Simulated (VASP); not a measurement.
Crystal: Ga2H.

```
CELL_PARAMETERS angstrom
4.76590 0.00000 0.00000
0.00000 4.76590 0.00000
0.00000 0.00000 4.76590
ATOMIC_POSITIONS crystal
Ga 0.25000 0.25000 0.25000
Ga 0.75000 0.75000 0.25000
Ga 0.75000 0.25000 0.75000
Ga 0.25000 0.75000 0.75000
H 0.00000 0.00000 0.00000
H 0.50000 0.50000 0.50000
```

* Program: VASP 6.6.1
* Task: relaxation of cell and atoms
* Functional: PBE
* Potentials or basis: VASP PAW PBE potentials, release 64 (Ga_d, H)
* Cutoff: 600 eV
* k mesh: 4 × 4 × 4
* Occupations: gaussian, width 0.1 eV
* Spin: no spin polarisation

At the start: pressure -4.9 GPa; volume 18.04 Å³/atom.

How do energy, volume and symmetry change on relaxing?

Over 3 steps the energy falls by 67.6 meV/atom and the volume is 14.67 Å³/atom (-18.7 %); space group Pn-3m (No. 224, to 0.05 Å).

The path:
```
step  energy change (eV)  largest force (eV/Å)  pressure (GPa)  volume (Å³)
   1              0.0000                0.0000           -4.93       108.25
   2             -0.2405                0.0000           -4.07        99.78
   3             -0.4055                0.0000            0.27        88.04
```

Final structure:
```xyz
6
Lattice="4.4487 0.0000 0.0000 0.0000 4.4487 0.0000 0.0000 0.0000 4.4487" Properties=species:S:1:pos:R:3 pbc="T T T"
Ga    1.1122    1.1122    1.1122
Ga    3.3365    3.3365    1.1122
Ga    3.3365    1.1122    3.3365
Ga    1.1122    3.3365    3.3365
H     0.0000    0.0000    0.0000
H     2.2244    2.2244    2.2244
```

Caveat: the volume moved by over 15 % at a fixed basis, so the end points are rough.
